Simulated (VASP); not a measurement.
# AlCu3N4 in VASP: further runs

The runs below take AlCu3N4 through single point, with PBE.

All numbers are computed with VASP 6.6.1; they aren't measurements. Logs are shortened: lines on timing, memory, paths and dates and some standing lists are left out, and cuts for length are marked.

### Step 1. The cell of the first run

The typed cell holds 8 atoms: a = 4.094 Å, b = 4.094 Å, c = 4.197 Å, α = 90.00°, β = 90.00°, γ = 90.00°.

### Step 2. Single point, PBE, collinear spin, ferromagnetic start

INCAR

```
PREC = Accurate
ENCUT = 520
EDIFF = 1E-6
ISMEAR = 0
SIGMA = 0.15
LREAL = False
LASPH = True
NELM = 150
ALGO = Normal
ISIF = 2
LWAVE = False
LCHARG = False
ISPIN = 2
MAGMOM = 0 1 1 1 0 0 0 0
LORBIT = 11
LMAXMIX = 4
GGA = PE
NBANDS = 42
```

KPOINTS

```
Automatic mesh
0
Gamma
  3 3 2
```

POSCAR

```
AlCu3N4
1.0
    4.0940695149      0.0000000000      0.0000000000
    0.0000000000      4.0940695149      0.0000000000
    0.0000000000      0.0000000000      4.1969594158
Al Cu N
1 3 4
Direct
    0.5000000000      0.5000000000      0.4471954243
    0.5000000000      0.0000000000      0.9471578029
    0.0000000000      0.5000000000      0.9471578029
    0.0000000000      0.0000000000      0.4475456694
    0.5000000000      0.5000000000     -0.0528105080
    0.5000000000      0.0000000000      0.4473270884
    0.0000000000      0.5000000000      0.4473270884
    0.0000000000      0.0000000000     -0.0525740684
```

Potentials or basis: VASP PAW PBE potentials, release 64 (Al, Cu, N).

Started as:

```bash
cat potpaw_PBE.64/Al/POTCAR potpaw_PBE.64/Cu/POTCAR potpaw_PBE.64/N/POTCAR > POTCAR
mpirun -np 1 vasp_std > vasp.out
```

OUTCAR:

```text
PREC = Accurate
   ENCUT = 520
   EDIFF = 1E-6
   ISMEAR = 0
   LREAL = False
   LASPH = True
   NELM = 150
   ISIF = 2
   ISPIN = 2
   LORBIT = 11
   GGA = PE

 ion  position               nearest neighbor table
   1  0.500  0.500  0.447-   6 2.05   7 2.05   6 2.05   7 2.05   5 2.10   5 2.10   4 2.89   4 2.89
                             4 2.89   4 2.89   3 2.93   2 2.93   3 2.93   2 2.93   3 2.93   2 2.93
   2  0.500  0.000  0.947-   5 2.05   5 2.05   8 2.05   8 2.05   6 2.10   6 2.10   1 2.93   1 2.93
                             1 2.93   1 2.93
   3  0.000  0.500  0.947-   5 2.05   5 2.05   8 2.05   8 2.05   7 2.10   7 2.10   1 2.93   1 2.93
                             1 2.93   1 2.93
   4  0.000  0.000  0.448-   6 2.05   7 2.05   7 2.05   6 2.05   8 2.10   8 2.10   1 2.89   1 2.89
                             1 2.89   1 2.89
   5  0.500  0.500  0.947-   2 2.05   3 2.05   2 2.05   3 2.05   1 2.10   1 2.10
   6  0.500  0.000  0.447-   1 2.05   1 2.05   4 2.05   4 2.05   2 2.10   2 2.10
   7  0.000  0.500  0.447-   1 2.05   1 2.05   4 2.05   4 2.05   3 2.10   3 2.10
   8  0.000  0.000  0.947-   2 2.05   3 2.05   3 2.05   2 2.05   4 2.10   4 2.10

  LATTYP: Found a simple tetragonal cell.
 ALAT       =     4.0940695149
 C/A-ratio  =     1.0251314494

  Lattice vectors:

 A1 = (   4.0940695149,   0.0000000000,   0.0000000000)
 A2 = (   0.0000000000,   4.0940695149,   0.0000000000)
 A3 = (   0.0000000000,   0.0000000000,   4.1969594158)

Analysis of symmetry for initial positions (statically):
=====================================================================
 Subroutine PRICEL returns:
 Original cell was already a primitive cell.

 Routine SETGRP: Setting up the symmetry group for a
 simple tetragonal supercell.

 Subroutine GETGRP returns: Found  8 space group operations
 (whereof  8 operations were pure point group operations)
 out of a pool of 16 trial point group operations.

The static configuration has the point symmetry C_4v.

Analysis of symmetry for dynamics (positions and initial velocities):
=====================================================================
 Subroutine PRICEL returns:
 Original cell was already a primitive cell.

 Routine SETGRP: Setting up the symmetry group for a
 simple tetragonal supercell.

 Subroutine GETGRP returns: Found  8 space group operations
 (whereof  8 operations were pure point group operations)
 out of a pool of 16 trial point group operations.

The dynamic configuration has the point symmetry C_4v.

Analysis of structural, dynamic, and magnetic symmetry:
=====================================================================
 Subroutine PRICEL returns:
 Original cell was already a primitive cell.

 Routine SETGRP: Setting up the symmetry group for a
 simple tetragonal supercell.

 Subroutine GETGRP returns: Found  8 space group operations
 (whereof  8 operations were pure point group operations)
 out of a pool of 16 trial point group operations.

The overall configuration has the point symmetry C_4v.

 Subroutine INISYM returns: Found  8 space group operations
 (whereof  8 operations are pure point group operations),
 and found     1 'primitive' translations

----------------------------------------------------------------------------------------

                                     Primitive cell

  volume of cell :      70.3469

  direct lattice vectors                    reciprocal lattice vectors
     4.094069515  0.000000000  0.000000000     0.244255745  0.000000000  0.000000000
     0.000000000  4.094069515  0.000000000     0.000000000  0.244255745  0.000000000
     0.000000000  0.000000000  4.196959416     0.000000000  0.000000000  0.238267732

  length of vectors
     4.094069515  4.094069515  4.196959416     0.244255745  0.244255745  0.238267732

  position of ions in fractional coordinates (direct lattice)
     0.500000000  0.500000000  0.447195424
     0.500000000  0.000000000  0.947157803
     0.000000000  0.500000000  0.947157803
     0.000000000  0.000000000  0.447545669
     0.500000000  0.500000000  0.947189492
     0.500000000  0.000000000  0.447327088
     0.000000000  0.500000000  0.447327088
     0.000000000  0.000000000  0.947425932

  ion indices of the primitive-cell ions
   primitive index   ion index
                 1           1
                 2           2
                 3           3
[... 47 lines left out ...]
   NGXF,Y,Z  is equivalent  to a cutoff of  24.36, 24.36, 25.35 a.u.
 SYSTEM =  unknown system
   PREC   = accura    normal or accurate (medium, high low for compatibility)
   ISTART =      0    job   : 0-new  1-cont  2-samecut
   ICHARG =      2    charge: 1-file 2-atom 10-const
   ISPIN  =      2    spin polarized calculation?
   LNONCOLLINEAR =      F non collinear calculations
   LSORBIT =      F    spin-orbit coupling
   LASPH  =      T    aspherical Exc in radial PAW
   ENCUT  =  520.0 eV  38.22 Ry    6.18 a.u.   7.61  7.61  7.80*2*pi/ulx,y,z
   NELM   =    150;   NELMIN=  2; NELMDL= -5     # of ELM steps
   EDIFF  = 0.1E-05   stopping-criterion for ELM
   LREAL  =      F    real-space projection
   EDIFFG = 0.1E-04   stopping-criterion for IOM
   NSW    =      0    number of steps for IOM
   IBRION =     -1    ionic relax: 0-MD 1-quasi-New 2-CG
   NFREE  =      0    steps in history (QN), initial steepest desc. (CG)
   ISIF   =      2    stress and relaxation
   ISYM   =      2    0-nonsym 1-usesym 2-fastsym
   POTIM  = 0.5000    time-step for ionic-motion
   TEBEG  =    0.0;   TEEND  =   0.0 temperature during run
   PSTRESS=    0.0 pullay stress
   NELECT =      56.0000    total number of electrons
   NUPDOWN=      -1.0000    fix difference up-down
   EMIN   =  10.00;   EMAX   =-10.00  energy-range for DOS
   EFERMI =   0.00;   METHOD = LEGACY
   ISMEAR =     0;   SIGMA  =   0.15  broadening in eV -4-tet -1-fermi 0-gaus
   EFERMI_NEDOS =   21; number of points for ismear=-14 and -15
   IALGO  =     38    algorithm
   IMIX   =      4    mixing-type and parameters
     AMIX     =   0.40;   BMIX     =  1.00
     AMIX_MAG =   1.60;   BMIX_MAG =  1.00
  volume/ion in A,a.u.               =       8.79        59.34
  Fermi-wavevector in a.u.,A,eV,Ry     =   1.517245  2.867178 31.321061  2.302033
  Thomas-Fermi vector in A             =   2.626526
   LORBIT       =     11    0 simple, 1 ext, 2 COOP (PROOUT), +10 PAW based schemes
   GGA     = PE    functional components
   LHFCALC =     F    Hartree Fock is set to
   AEXX    =    0.0000 exact exchange contribution
   IVDW    =     0    specifies the selected vdW correction
   LEPSILON=     F    determine dielectric tensor
   LRPA    =     F    only Hartree local field effects (RPA)
 spin polarized calculation
 Gauss-broadening in eV      SIGMA  =   0.15
  energy-cutoff  :      520.00
  volume of cell :       70.35
 maximum number of plane-waves:      1898
 NGX is ok and might be reduce to    30
   NGX = 15   NGY = 15   NGZ = 15

 number of electron      55.9999938 magnetization      -0.0200370

 number of electron      55.9999939 magnetization       0.0000156

 Free energy of the ion-electron system (eV)
  ---------------------------------------------------
  ext. energy  EPLUGINS =         0.00000000
  ---------------------------------------------------
  free energy    TOTEN  =       -45.47207251 eV

  energy without entropy =      -45.42820859  energy(sigma->0) =      -45.45014055

 E-fermi :   7.6669     XC(G=0): -12.7617

 val. band max:        7.5931772150   @ k =   0.0000   0.0000   0.0000
 cond. band min:       7.7346456191   @ k =   0.3333   0.0000   0.0000
 fundamental gap:      0.1414684041
 Fermi energy:         7.6669431094

 spin component 1

 k-point     1 :       0.0000    0.0000    0.0000
  band No.  band energies     occupation
      1      -8.8528      1.00000
      2      -6.0058      1.00000
      3      -5.7906      1.00000
      4      -5.6339      1.00000
      5       1.6140      1.00000
      6       1.6763      1.00000
[... 247 lines left out ...]
     39      19.8887      0.00000
     40      20.6126      0.00000
 Fermi energy:         7.6669431094

 spin component 2

 k-point     1 :       0.0000    0.0000    0.0000
  band No.  band energies     occupation
      1      -8.8528      1.00000
      2      -6.0058      1.00000
      3      -5.7906      1.00000
      4      -5.6339      1.00000
      5       1.6139      1.00000
      6       1.6763      1.00000
[... 247 lines left out ...]
     39      19.8887      0.00000
     40      20.6119      0.00000
 [bands above 40 left out]

------------------------ aborting loop because EDIFF is reached ----------------------------------------

  FORCE on cell =-STRESS in cart. coord.  units (eV):
  Direction    XX          YY          ZZ          XY          YZ          ZX
  --------------------------------------------------------------------------------------
  -------------------------------------------------------------------------------------
  Total        0.0951119      0.0951119      0.0616047      0.0000000      0.0000000      0.0000000
  in kB        2.1662091      2.1662091      1.4030707      0.0000000      0.0000000      0.0000000
  external PRESSURE =       1.9118296 kB  Pullay stress =       0.0000000 kB

 VOLUME and BASIS-vectors are now :
 -----------------------------------------------------------------------------
  energy-cutoff  :      520.00
  volume of cell :       70.35
      direct lattice vectors                 reciprocal lattice vectors
     4.094069515  0.000000000  0.000000000     0.244255745  0.000000000  0.000000000
     0.000000000  4.094069515  0.000000000     0.000000000  0.244255745  0.000000000
     0.000000000  0.000000000  4.196959416     0.000000000  0.000000000  0.238267732

 POSITION                                       TOTAL-FORCE (eV/Angst)
 -----------------------------------------------------------------------------------
      2.04703      2.04703      1.87686         0.000000      0.000000     -0.001047
      2.04703      0.00000      3.97518         0.000000     -0.000000      0.006933
      0.00000      2.04703      3.97518        -0.000000     -0.000000      0.006933
      0.00000      0.00000      1.87833        -0.000000     -0.000000     -0.006418
      2.04703      2.04703      3.97532         0.000000      0.000000      0.001213
      2.04703      0.00000      1.87741         0.000000     -0.000000     -0.004052
      0.00000      2.04703      1.87741         0.000000     -0.000000     -0.004052
      0.00000      0.00000      3.97631         0.000000     -0.000000      0.000491
 -----------------------------------------------------------------------------------
    total drift:                                0.000000     -0.000000      0.002076

  FREE ENERGIE OF THE ION-ELECTRON SYSTEM (eV)
  ---------------------------------------------------
  free  energy   TOTEN  =       -45.4720725088 eV

  energy  without entropy=      -45.4282085921  energy(sigma->0) =      -45.45014055

 total charge

# of ion       s       p       d       tot
------------------------------------------
    1        0.315   0.357   0.000   0.672
    2        0.415   0.491   9.079   9.984
    3        0.415   0.491   9.079   9.984
    4        0.414   0.491   9.078   9.983
    5        1.257   2.410   0.000   3.666
    6        1.264   2.410   0.000   3.674
    7        1.264   2.410   0.000   3.674
    8        1.280   2.321   0.000   3.601
--------------------------------------------------
tot          6.623  11.380  27.236  45.239

 magnetization (x)

# of ion       s       p       d       tot
------------------------------------------
    1       -0.000   0.000   0.000   0.000
    2        0.000  -0.000   0.000   0.000
    3        0.000  -0.000   0.000   0.000
    4        0.000   0.000   0.000   0.000
    5        0.000  -0.000   0.000  -0.000
    6        0.000  -0.000   0.000  -0.000
    7        0.000  -0.000   0.000  -0.000
    8        0.000  -0.000   0.000  -0.000
--------------------------------------------------
tot          0.000  -0.000   0.000   0.000
```

It took 46 s on 1 thread of Intel Xeon Platinum 8259CL at 2.50GHz (Skylake/Cascade Lake), shared host; peak memory 0.2 GiB.

What came out:

* Free energy: -45.4721 eV
* Pressure: 0.2 GPa
* Largest force: 0.007 eV/Å
* Band gap on the k mesh: zero (filled and empty bands overlap)
* Net moment: 0.00 μB per cell
* Valence electrons inside the program's atomic spheres: Al 0.67; Cu 9.98; N 3.67, 3.60

Forces in eV/Å, atoms in the order of the input:
```
Al   0.000  0.000 -0.001
Cu   0.000  0.000  0.007
Cu   0.000  0.000  0.007
Cu   0.000  0.000 -0.006
N    0.000  0.000  0.001
N    0.000  0.000 -0.004
N    0.000  0.000 -0.004
N    0.000  0.000  0.000
```

Stress tensor (GPa, compression positive):
```
0.22 0.00 0.00
0.00 0.22 0.00
0.00 0.00 0.14
```

Caveat: the k points lie up to 0.75 Å⁻¹ apart. With open d or f shells a metallic result of PBE can be an artefact of self-interaction; +U or a hybrid may open a gap.

### Step 3. Single point, PBE

This run uses another cell than the first one, of 8.90 Å³/atom, 1.013 times its volume.

INCAR

```
PREC = Accurate ; ENCUT = 520
EDIFF = 1E-6 ; ISMEAR = 0
SIGMA = 0.2 ; LREAL = False
LASPH = True ; NELM = 80
ALGO = Normal ; ISIF = 2
LWAVE = False ; LCHARG = True
GGA = PE ; LELF = True
LVHAR = True ; NBANDS = 38
```

KPOINTS

```
Automatic mesh
0
Gamma
  6 6 6
```

POSCAR

```
AlCu3N4
1.0
    4.1452767932      0.0000000000      0.0000000000
    0.0000000000      4.1452767932      0.0000000000
    0.0000000000      0.0000000000      4.1454972274
Al Cu N
1 3 4
Direct
    0.5000000000      0.5000000000      0.0000000000
    0.5000000000      0.0000000000      0.5000000000
    1.0000000000      0.5000000000      0.5000000000
    0.0000000000      0.0000000000      0.0000000000
    0.5000000000      0.5000000000      0.5000000000
    0.5000000000      0.0000000000      0.0000000000
    1.0000000000      0.5000000000      0.0000000000
    0.0000000000      0.0000000000      0.5000000000
```

Potentials or basis: VASP PAW PBE potentials, release 64 (Al, Cu, N).

Started as:

```bash
cat potpaw_PBE.64/Al/POTCAR potpaw_PBE.64/Cu/POTCAR potpaw_PBE.64/N/POTCAR > POTCAR
mpirun -np 1 vasp_std > vasp.out
```

Wall time 1.9 min (1 thread of Intel Xeon Platinum 8259CL at 2.50GHz (Skylake/Cascade Lake), shared host); peak memory 0.22 GiB.

Results (log left out):

* Free energy: -44.6761 eV
* Pressure: 0.7 GPa
* Band gap on the k mesh: zero (band 28 reaches 9.80 eV, above the bottom of band 29 at 7.02 eV)

Levels at points of the mesh, in eV from the Fermi level:
```
           k point  band 24  band 25  band 26  band 27  band 28  band 29  band 30  band 31  band 32  band 33
(0.00, 0.00, 0.00)    -2.35    -2.35    -2.09    -2.09    -1.62    -0.42    -0.42    -0.42     3.96     5.55
(0.50, 0.00, 0.00)    -1.88    -1.06    -1.06    -0.85    -0.85    -0.69    -0.52    -0.27     6.78     8.51
(0.50, 0.50, 0.00)    -1.50    -1.40    -1.33    -1.33    -1.14     1.83     1.83     1.91     8.53     8.53
(0.00, 0.00, 0.50)    -1.88    -1.06    -1.06    -0.85    -0.85    -0.69    -0.52    -0.27     6.78     8.51
(0.50, 0.00, 0.50)    -1.50    -1.40    -1.33    -1.33    -1.15     1.82     1.82     1.91     8.53     8.53
(0.50, 0.50, 0.50)    -0.77    -0.77     1.89     1.89     1.89     2.12     2.12     2.12     6.44     6.44
```

### Step 4. Single point, PBE

This run uses another cell than the first one, of 8.90 Å³/atom, 1.013 times its volume.

INCAR

```
SYSTEM = AlCu3N4
  PREC = Accurate
  ENCUT = 520
  EDIFF = 1E-6
  ISMEAR = 0
  SIGMA = 0.1
  LREAL = .False.
  LASPH = .True.
  NELM = 60
  ALGO = Normal
  ISIF = 2
  LWAVE = .False.
  LCHARG = .False.
  GGA = PE
  NBANDS = 38
```

KPOINTS

```
regular mesh
0
Gamma
  8 8 8
  0 0 0
```

POSCAR: that of step 3 with these lines changed.

```diff
@@ -10,3 +10,3 @@
     0.5000000000      0.0000000000      0.5000000000
-    1.0000000000      0.5000000000      0.5000000000
+    0.0000000000      0.5000000000      0.5000000000
     0.0000000000      0.0000000000      0.0000000000
@@ -14,3 +14,3 @@
     0.5000000000      0.0000000000      0.0000000000
-    1.0000000000      0.5000000000      0.0000000000
+    0.0000000000      0.5000000000      0.0000000000
     0.0000000000      0.0000000000      0.5000000000
```

Started as:

```bash
cat potpaw_PBE.64/Al/POTCAR potpaw_PBE.64/Cu/POTCAR potpaw_PBE.64/N/POTCAR > POTCAR
mpirun -np 1 vasp_std > vasp.out
```

It took 2.8 min on 1 thread of Intel Xeon Platinum 8259CL at 2.50GHz (Skylake/Cascade Lake), shared host; peak memory 0.29 GiB.

It converged, with:

```
Free energy            : -44.7086 eV
Pressure               : 0.2 GPa
Band gap on the k mesh : zero (band 28 reaches 9.81 eV, above the bottom of band 29 at 6.74 eV)
```

Levels at points of the mesh, in eV from the Fermi level:
```
           k point  band 26  band 27  band 28  band 29  band 30  band 31
(0.00, 0.00, 0.00)    -2.09    -2.09    -1.61    -0.39    -0.39    -0.39
(0.50, 0.00, 0.00)    -1.02    -0.84    -0.84    -0.68    -0.49    -0.26
(0.50, 0.50, 0.00)    -1.32    -1.32    -1.11     1.85     1.85     1.92
(0.00, 0.00, 0.50)    -1.02    -0.84    -0.84    -0.68    -0.49    -0.26
(0.50, 0.00, 0.50)    -1.32    -1.32    -1.11     1.85     1.85     1.92
(0.50, 0.50, 0.50)     1.93     1.93     1.93     2.13     2.13     2.13
```

With open d or f shells a metallic result of PBE can be an artefact of self-interaction; +U or a hybrid may open a gap.

(Continued in part 2 of 2.)
